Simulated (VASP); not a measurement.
Wanted: the native input for a VASP 6.6.1 run.

```
Task                   : single point
Functional             : PBE
Potentials or basis    : VASP PAW PBE potentials, release 64 (Sn_d, O)
Cutoff                 : 520 eV
k mesh                 : 18 × 18 × 18
Occupations            : gaussian, width 0.1 eV
Spin                   : no spin polarisation
Dipole correction      : no
Further INCAR settings : ALGO = Normal; EDIFF = 1e-06; NBANDS = 17
```

The structure of SnO lies in POSCAR:

```
SnO
1.0
    3.1317872361      0.0000000000      0.0000000000
    0.0000000000      3.1317872361      0.0000000000
    0.0000000000      0.0000000000      3.1317872361
Sn O
1 1
Direct
    0.5000000000      0.5000000000      0.5000000000
    0.0000000000      0.0000000000      0.0000000000
```

The input as run:

INCAR

```
  PREC = Accurate
  ENCUT = 520
  EDIFF = 1E-6
  ISMEAR = 0
  SIGMA = 0.1
  LREAL = False
  LASPH = True
  NELM = 60
  ALGO = Normal
  ISIF = 2
  LWAVE = False
  LCHARG = False
  GGA = PE
  NBANDS = 17
```

KPOINTS

```
regular mesh
0
Gamma
  18 18 18
```

Potentials or basis: VASP PAW PBE potentials, release 64 (Sn_d, O).

Launch:

```sh
$ cat potpaw_PBE.64/Sn_d/POTCAR potpaw_PBE.64/O/POTCAR > POTCAR
$ mpirun -np 1 vasp_std > vasp.out
```

It gave:

```yaml
Pressure: -0.1 GPa
Band_gap_on_the_k_mesh: zero (band 10 reaches 8.12 eV, above the bottom of band 11 at 8.04 eV)
```

Caveat: spin-orbit coupling is left out, which moves the levels of the heavy elements.

Run time: 41 s on 1 thread of AMD EPYC 9R45 96-Core Processor (Zen 5) (shared host), peak memory 0.19 GiB.
